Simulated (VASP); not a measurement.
Runs of VASP 6.6.1 on Ca. The structure is that of space group Pm-3m (No. 221), or close to it. The cells are those of the table. This isn't the form of Ca at room conditions, which is fcc.

```tsv
task	cell	cutoff (eV)	gap on the mesh (eV)	pressure (GPa)
single point	a = 3.039 Å, 1 atom	520	none	10.0
relaxation of cell and atoms	relaxed to 5 GPa from a = 3.630 Å, 1 atom	600	none	5.0
single point	a = 2.835 Å, 1 atom	520	none	(a)
single point	a = 3.213 Å, 1 atom	520	none	5.0
relaxation of cell and atoms	relaxed to 10 GPa from a = 3.630 Å, 1 atom	600	none	9.9
```

Alike in all rows: level PBE; potentials or basis VASP PAW PBE potentials, release 64 (Ca_sv); no spin polarisation; k mesh 6 × 6 × 6; smearing fermi-dirac 0.05 eV.

Estimate the missing entries.

(a) 20.2.

Caveats: some runs use coarse meshes; the cell stands under pressure (at least some runs); the cell is relaxed towards a set pressure, so the run minimises the enthalpy, not the energy (at least some runs).

A gap of «none» marks levels without a gap at the run's occupations.
